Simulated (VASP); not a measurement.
Input of a VASP 6.6.1 run:

INCAR

```
PREC = Accurate
ENCUT = 520
EDIFF = 1E-6
ISMEAR = 0
SIGMA = 0.1
LREAL = F
LASPH = T
NELM = 100
ALGO = Fast
ISIF = 2
LWAVE = F
LCHARG = F
GGA = PE
NBANDS = 32
```

KPOINTS

```
Automatic mesh
0
Gamma
  12 12 4
```

File POSCAR:

```
Cd
1.0
    3.0004515812      0.0000000000      0.0000000000
   -1.5002257906      2.5984672921      0.0000000000
    0.0000000000      0.0000000000     11.8769109110
Cd
4
Direct
    0.0000000000      0.0000000000      0.0000000000
    0.3333333333      0.6666666667      0.2500000000
    0.0000000000      0.0000000000      0.5000000000
    0.6666666667      0.3333333333      0.7500000000
```

Potentials or basis: VASP PAW PBE potentials, release 64 (Cd).

The run is started by

```console
$ cat potpaw_PBE.64/Cd/POTCAR > POTCAR
$ mpirun -np 1 vasp_std > vasp.out
```

(1) What does it give for the band gap on the k mesh?

(2) What does it give for the pressure?

Results:

(1) zero (bands 24 and 25 overlap by 4.11 eV).

(2) 0.3 GPa.
